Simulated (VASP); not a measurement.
# Si (I4/mmm) in VASP: single point with r2SCAN

Aim: the single point of Si with r2SCAN.

All numbers are computed with VASP 6.6.1; they aren't measurements. Logs are shortened: lines on timing, memory, paths and dates and some standing lists are left out, and cuts for length are marked.

**1. The cell of the first run**

Symmetry: I4/mmm, No. 139, tetragonal system. The conventional cell has a = 6.654 Å, b = 6.654 Å, c = 3.845 Å, α = 90.00°, β = 90.00°, γ = 90.00°. Si (site symmetry m2m) has 4 Si at 2.34 to 2.38 Å within 3.1 Å.

**2. Single point, r2SCAN**

The input, POSCAR:

```
Si
1.0
   -3.3270312590      3.3270312590      1.9223231172
    3.3270312590     -3.3270312590      1.9223231172
    3.3270312590      3.3270312590     -1.9223231172
Si
4
Direct
    0.1787787321      0.1787787321      0.3575574642
    0.8212212679      0.8212212679      0.6424425358
    0.1787787321      0.8212212679      0.0000000000
    0.8212212679      0.1787787321      0.0000000000
```

The input, INCAR.step1:

```
SYSTEM = Si
PREC     = Accurate       ! precision mode
ENCUT    = 550            ! plane-wave cutoff, eV
ISMEAR   = 0              ! smearing method
SIGMA    = 0.02           ! smearing width, eV
LREAL    = .False.        ! projectors in reciprocal space
LASPH    = .True.         ! aspherical terms in the spheres
NELM     = 120            ! most SCF steps
NBANDS   = 16             ! bands
GGA      = PE             ! functional
ALGO     = Normal         ! electronic algorithm
EDIFF    = 1E-5           ! SCF threshold, eV
LWAVE    = .True.         ! write WAVECAR
LCHARG   = .False.        ! write CHGCAR
GGA_COMPAT= .False.
```

The input, INCAR.step2:

```
SYSTEM = Si
PREC     = Accurate       ! precision mode
ENCUT    = 550            ! plane-wave cutoff, eV
EDIFF    = 1E-6           ! SCF threshold, eV
ISMEAR   = 0              ! smearing method
SIGMA    = 0.02           ! smearing width, eV
LREAL    = .False.        ! projectors in reciprocal space
LASPH    = .True.         ! aspherical terms in the spheres
NELM     = 120            ! most SCF steps
ALGO     = Normal         ! electronic algorithm
ISIF     = 2              ! what is computed and relaxed
LWAVE    = .False.        ! write WAVECAR
LCHARG   = .True.         ! write CHGCAR
METAGGA  = R2SCAN         ! meta-GGA
LMIXTAU  = .True.       
LELF     = .True.         ! ELF
LVHAR    = .True.       
NBANDS   = 16             ! bands
ISTART   = 1            
GGA_COMPAT= .False.
```

The input, KPOINTS:

```
Automatic mesh
0
Gamma
  10 10 10
  0 0 0
```

Potentials or basis: VASP PAW PBE potentials, release 64 (Si).

On the command line:

```sh
> cat potpaw_PBE.64/Si/POTCAR > POTCAR
> cp INCAR.step1 INCAR
> mpirun -np 1 vasp_std > vasp.out
> cp INCAR.step2 INCAR
> mpirun -np 1 vasp_std > vasp.out
```

OUTCAR:

```text
SYSTEM = Si
   PREC = Accurate
   ENCUT = 550
   EDIFF = 1E-6
   ISMEAR = 0
   LREAL = .False.
   LASPH = .True.
   NELM = 120
   ISIF = 2
   METAGGA = R2SCAN
   ISTART = 1

 ion  position               nearest neighbor table
   1  0.179  0.179  0.358-   2 2.34   2 2.34   3 2.38   4 2.38
   2  0.821  0.821  0.642-   1 2.34   1 2.34   4 2.38   3 2.38
   3  0.179  0.821  0.000-   4 2.34   4 2.34   2 2.38   1 2.38
   4  0.821  0.179  0.000-   3 2.34   3 2.34   2 2.38   1 2.38

  LATTYP: Found a body centered tetragonal cell.
 ALAT       =     6.6540625180
 C/A-ratio  =     0.5777893165

  Lattice vectors:

 A1 = (  -3.3270312590,   3.3270312590,   1.9223231172)
 A2 = (   3.3270312590,  -3.3270312590,   1.9223231172)
 A3 = (   3.3270312590,   3.3270312590,  -1.9223231172)

Analysis of symmetry for initial positions (statically):
=====================================================================
 Subroutine PRICEL returns:
 Original cell was already a primitive cell.

 Routine SETGRP: Setting up the symmetry group for a
 body centered tetragonal supercell.

 Subroutine GETGRP returns: Found 16 space group operations
 (whereof 16 operations were pure point group operations)
 out of a pool of 16 trial point group operations.

The static configuration has the point symmetry D_4h.

Analysis of symmetry for dynamics (positions and initial velocities):
=====================================================================
 Subroutine PRICEL returns:
 Original cell was already a primitive cell.

 Routine SETGRP: Setting up the symmetry group for a
 body centered tetragonal supercell.

 Subroutine GETGRP returns: Found 16 space group operations
 (whereof 16 operations were pure point group operations)
 out of a pool of 16 trial point group operations.

The dynamic configuration has the point symmetry D_4h.

 Subroutine INISYM returns: Found 16 space group operations
 (whereof 16 operations are pure point group operations),
 and found     1 'primitive' translations

----------------------------------------------------------------------------------------

                                     Primitive cell

  volume of cell :      85.1138

  direct lattice vectors                    reciprocal lattice vectors
    -3.327031259  3.327031259  1.922323117     0.000000000  0.150284131  0.260101955
     3.327031259 -3.327031259  1.922323117     0.150284131  0.000000000  0.260101955
     3.327031259  3.327031259 -1.922323117     0.150284131  0.150284131  0.000000000

  length of vectors
     5.082676476  5.082676476  5.082676476     0.300396982  0.300396982  0.212533856

  position of ions in fractional coordinates (direct lattice)
     0.178778732  0.178778732  0.357557464
     0.821221268  0.821221268  0.642442536
     0.178778732  0.821221268  0.000000000
     0.821221268  0.178778732  0.000000000

  ion indices of the primitive-cell ions
   primitive index   ion index
                 1           1
                 2           2
                 3           3
                 4           4

----------------------------------------------------------------------------------------

 KPOINTS: Automatic mesh

Automatic generation of k-mesh.
 Grid dimensions read from file:
 generate k-points for:   10   10   10

 Generating k-lattice:

  Cartesian coordinates                     Fractional coordinates (reciprocal lattice)
     0.000000000  0.015028413  0.026010195     0.100000000 -0.000000000  0.000000000
     0.015028413  0.000000000  0.026010195    -0.000000000  0.100000000  0.000000000
     0.015028413  0.015028413  0.000000000     0.000000000  0.000000000  0.100000000

  Length of vectors
     0.030039698  0.030039698  0.021253386

  Shift w.r.t. Gamma in fractional coordinates (k-lattice)
     0.000000000  0.000000000  0.000000000

 Subroutine IBZKPT returns following result:
 ===========================================

 Found    102 irreducible k-points:

 Following reciprocal coordinates:
            Coordinates               Weight
  0.000000  0.000000  0.000000      1.000000
  0.100000  0.000000 -0.000000      8.000000
  0.200000  0.000000 -0.000000      8.000000
  0.300000  0.000000 -0.000000      8.000000
  0.400000  0.000000 -0.000000      8.000000
  0.500000  0.000000 -0.000000      4.000000
[... 16 lines left out ...]
  0.300000  0.300000 -0.000000      8.000000
  0.400000  0.300000 -0.000000     16.000000
 [... further k-points ...]
   k-points           NKPTS =    102   k-points in BZ     NKDIM =    102   number of bands    NBANDS=     16
   number of dos      NEDOS =    301   number of ions     NIONS =      4
   total plane-waves  NPLWV =  64000
   dimension x,y,z NGX =    40 NGY =   40 NGZ =   40
   dimension x,y,z NGXF=    80 NGYF=   80 NGZF=   80
   ions per type =               4
   NGX,Y,Z   is equivalent  to a cutoff of  13.08, 13.08, 13.08 a.u.
   NGXF,Y,Z  is equivalent  to a cutoff of  26.17, 26.17, 26.17 a.u.
 SYSTEM =  Si
   PREC   = accura    normal or accurate (medium, high low for compatibility)
   ISTART =      1    job   : 0-new  1-cont  2-samecut
   ICHARG =      0    charge: 1-file 2-atom 10-const
   ISPIN  =      1    spin polarized calculation?
   LNONCOLLINEAR =      F non collinear calculations
   LSORBIT =      F    spin-orbit coupling
   LASPH  =      T    aspherical Exc in radial PAW
   ENCUT  =  550.0 eV  40.42 Ry    6.36 a.u.   9.72  9.72  9.72*2*pi/ulx,y,z
   NELM   =    120;   NELMIN=  2; NELMDL=  0     # of ELM steps
   EDIFF  = 0.1E-05   stopping-criterion for ELM
   LREAL  =      F    real-space projection
   EDIFFG = 0.1E-04   stopping-criterion for IOM
   NSW    =      0    number of steps for IOM
   IBRION =     -1    ionic relax: 0-MD 1-quasi-New 2-CG
   NFREE  =      0    steps in history (QN), initial steepest desc. (CG)
   ISIF   =      2    stress and relaxation
   ISYM   =      2    0-nonsym 1-usesym 2-fastsym
   POTIM  = 0.5000    time-step for ionic-motion
   TEBEG  =    0.0;   TEEND  =   0.0 temperature during run
   PSTRESS=    0.0 pullay stress
   NELECT =      16.0000    total number of electrons
   NUPDOWN=      -1.0000    fix difference up-down
   EMIN   =  10.00;   EMAX   =-10.00  energy-range for DOS
   EFERMI =   0.00;   METHOD = LEGACY
   ISMEAR =     0;   SIGMA  =   0.02  broadening in eV -4-tet -1-fermi 0-gaus
   EFERMI_NEDOS =   21; number of points for ismear=-14 and -15
   IALGO  =     38    algorithm
   IMIX   =      4    mixing-type and parameters
     AMIX     =   0.40;   BMIX     =  1.00
     AMIX_MAG =   1.60;   BMIX_MAG =  1.00
  volume/ion in A,a.u.               =      21.28       143.59
  Fermi-wavevector in a.u.,A,eV,Ry     =   0.937810  1.772204 11.966151  0.879487
  Thomas-Fermi vector in A             =   2.064958
   LORBIT       =      0    0 simple, 1 ext, 2 COOP (PROOUT), +10 PAW based schemes
   METAGGA = R2SCAN    functional components
   LHFCALC =     F    Hartree Fock is set to
   AEXX    =    0.0000 exact exchange contribution
   IVDW    =     0    specifies the selected vdW correction
   LEPSILON=     F    determine dielectric tensor
   LRPA    =     F    only Hartree local field effects (RPA)
 non-spin polarized calculation
 Gauss-broadening in eV      SIGMA  =   0.02
  energy-cutoff  :      550.00
  volume of cell :       85.11
 maximum number of plane-waves:      2519
   NGX = 19   NGY = 19   NGZ = 19

 number of electron      16.0000000 magnetization

 Free energy of the ion-electron system (eV)
  ---------------------------------------------------
  ext. energy  EPLUGINS =         0.00000000
  ---------------------------------------------------
  free energy    TOTEN  =       -34.62973264 eV

  energy without entropy =      -34.62973264  energy(sigma->0) =      -34.62973264

 E-fermi :   5.4917     XC(G=0):  -9.5300

 val. band max:        5.3613878129   @ k =   0.5000   0.5000   0.5000
 cond. band min:       5.8575203234   @ k =  -0.1000  -0.2000   0.1000
 fundamental gap:      0.4961325106
 Fermi energy:         5.4917038570

 k-point     1 :       0.0000    0.0000    0.0000
  band No.  band energies     occupation
      1      -7.2640      2.00000
      2      -2.8058      2.00000
      3      -0.4425      2.00000
      4      -0.4425      2.00000
      5       1.4203      2.00000
      6       3.7776      2.00000
[... 8 lines left out ...]
     15      11.1448      0.00000
     16      12.8737      0.00000

 k-point     2 :       0.1000    0.0000   -0.0000
  band No.  band energies     occupation
      1      -7.1477      2.00000
      2      -2.8324      2.00000
      3      -0.5924      2.00000
      4      -0.2712      2.00000
      5       1.5165      2.00000
      6       3.1522      2.00000
[... 8 lines left out ...]
     15      10.6913      0.00000
     16      13.4425      0.00000

 k-point     3 :       0.2000    0.0000   -0.0000
  band No.  band energies     occupation
      1      -6.8047      2.00000
      2      -2.8481      2.00000
      3      -1.0269      2.00000
      4       0.0119      2.00000
      5       1.6605      2.00000
      6       2.0706      2.00000
[... 8 lines left out ...]
     15      11.0205      0.00000
     16      12.7569      0.00000

 k-point     4 :       0.3000    0.0000   -0.0000
  band No.  band energies     occupation
      1      -6.2599      2.00000
      2      -2.7654      2.00000
      3      -1.7762      2.00000
      4      -0.1853      2.00000
      5       1.2247      2.00000
      6       1.7767      2.00000
[... 8 lines left out ...]
     15      12.0983      0.00000
     16      12.5193      0.00000
[... 324 lines left out ...]
 k-point    22 :      -0.2000    0.2000    0.0000
  band No.  band energies     occupation
      1      -7.0347      2.00000
      2      -3.6313      2.00000
      3      -0.3751      2.00000
      4      -0.2618      2.00000
      5       2.3956      2.00000
      6       3.5593      2.00000
[... 8 lines left out ...]
     15      11.6128      0.00000
     16      13.6694      0.00000

 k-point    23 :       0.3000    0.3000   -0.0000
  band No.  band energies     occupation
      1      -5.0975      2.00000
      2      -3.6340      2.00000
      3      -2.7648      2.00000
      4      -0.5491      2.00000
      5       0.7018      2.00000
      6       2.3916      2.00000
[... 8 lines left out ...]
     15      12.2854      0.00000
     16      13.7339      0.00000

 k-point    24 :       0.4000    0.3000   -0.0000
  band No.  band energies     occupation
      1      -5.5015      2.00000
      2      -4.2452      2.00000
      3      -2.0575      2.00000
      4       0.1168      2.00000
      5       0.9713      2.00000
      6       2.2443      2.00000
[... 8 lines left out ...]
     15      11.9064      0.00000
     16      12.6890      0.00000

 [... further k-points ...]

------------------------ aborting loop because EDIFF is reached ----------------------------------------

  FORCE on cell =-STRESS in cart. coord.  units (eV):
  Direction    XX          YY          ZZ          XY          YZ          ZX
  --------------------------------------------------------------------------------------
  -------------------------------------------------------------------------------------
  Total       -0.1025485     -0.1025485     -0.1278355      0.0000000      0.0000000     -0.0000000
  in kB       -1.9303657     -1.9303657     -2.4063670      0.0000000      0.0000000     -0.0000000
  external PRESSURE =      -2.0890328 kB  Pullay stress =       0.0000000 kB

 VOLUME and BASIS-vectors are now :
 -----------------------------------------------------------------------------
  energy-cutoff  :      550.00
  volume of cell :       85.11
      direct lattice vectors                 reciprocal lattice vectors
    -3.327031259  3.327031259  1.922323117     0.000000000  0.150284131  0.260101955
     3.327031259 -3.327031259  1.922323117     0.150284131  0.000000000  0.260101955
     3.327031259  3.327031259 -1.922323117     0.150284131  0.150284131  0.000000000

 POSITION                                       TOTAL-FORCE (eV/Angst)
 -----------------------------------------------------------------------------------
      1.18960      1.18960      0.00000         0.000057      0.000057     -0.000000
      2.13743      2.13743      1.92232        -0.000057     -0.000057      0.000000
      2.13743     -2.13743      1.92232        -0.000057      0.000057     -0.000000
     -2.13743      2.13743      1.92232         0.000057     -0.000057     -0.000000
 -----------------------------------------------------------------------------------
    total drift:                               -0.000000     -0.000000      0.000000

  FREE ENERGIE OF THE ION-ELECTRON SYSTEM (eV)
  ---------------------------------------------------
  free  energy   TOTEN  =       -34.6297326404 eV

  energy  without entropy=      -34.6297326404  energy(sigma->0) =      -34.62973264
```

Wall time 18 min (1 thread of Intel Xeon 8259CL, shared host); peak memory 0.31 GiB.

What came out:

| Property | Result |
| --- | --- |
| Free energy | -34.6297 eV |
| Pressure | -0.2 GPa |
| Band gap on the k mesh | 0.50 eV (least direct gap 0.60 eV) |

Levels at points of the mesh, in eV from the valence-band top:
| k point | band 5 | band 6 | band 7 | band 8 | band 9 | band 10 | band 11 | band 12 |
| --- | --- | --- | --- | --- | --- | --- | --- | --- |
| (0.00, 0.00, 0.00) | -3.94 | -1.58 | -1.58 | -0.60 | 1.58 | 1.87 | 1.87 | 2.53 |
| (0.50, 0.00, 0.00) | -4.57 | -3.62 | -2.51 | -1.52 | 1.04 | 2.68 | 3.30 | 3.77 |
| (0.50, 0.50, 0.00) | -2.99 | -2.11 | -1.95 | -1.72 | 1.90 | 2.16 | 2.18 | 4.34 |
| (0.50, 0.50, 0.50) | -3.10 | -0.24 | 0.00 | 0.00 | 0.60 | 3.75 | 3.81 | 4.28 |

Caveat: the PAW data sets were made with another functional, which shifts forces and pressure a little.
